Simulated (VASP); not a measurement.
Here is a VASP 6.6.1 calculation.

INCAR

```
PREC     = Accurate       # precision mode
ENCUT    = 600            # plane-wave cutoff, eV
EDIFF    = 1E-6           # SCF threshold, eV
ISMEAR   = 0              # smearing method
SIGMA    = 0.02           # smearing width, eV
LREAL    = F              # projectors in reciprocal space
LASPH    = T              # aspherical terms in the spheres
NELM     = 120            # most SCF steps
ALGO     = Normal         # electronic algorithm
ISIF     = 2              # what is computed and relaxed
LWAVE    = F              # write WAVECAR
LCHARG   = F              # write CHGCAR
GGA      = PS             # functional
NBANDS   = 37             # bands
GGA_COMPAT= F
```

Contents of KPOINTS:

```
Automatic mesh
0
Gamma
  8 8 8
```

The input POSCAR:

```
Cu2O
1.0
    4.1816697610      0.0000000000      0.0000000000
    0.0000000000      4.1816697610      0.0000000000
    0.0000000000      0.0000000000      4.1816697610
Cu O
4 2
Direct
    0.2500000000      0.2500000000      0.2500000000
    0.2500000000      0.7500000000      0.7500000000
    0.7500000000      0.7500000000      0.2500000000
    0.7500000000      0.2500000000      0.7500000000
    0.0000000000      0.0000000000      0.0000000000
    0.5000000000      0.5000000000      0.5000000000
```

Potentials or basis: VASP PAW PBE potentials, release 64 (Cu, O).

Launch:

```sh
$ cat potpaw_PBE.64/Cu/POTCAR potpaw_PBE.64/O/POTCAR > POTCAR
$ mpirun -np 1 vasp_std > vasp.out
```

(1) Predict the pressure.

(2) Predict the band gap on the k mesh.

## Answers

(1) 5.0 GPa.

(2) 0.64 eV.

Caveat: the cell stands under pressure; the PAW data sets were made with another functional, which shifts forces and pressure a little.
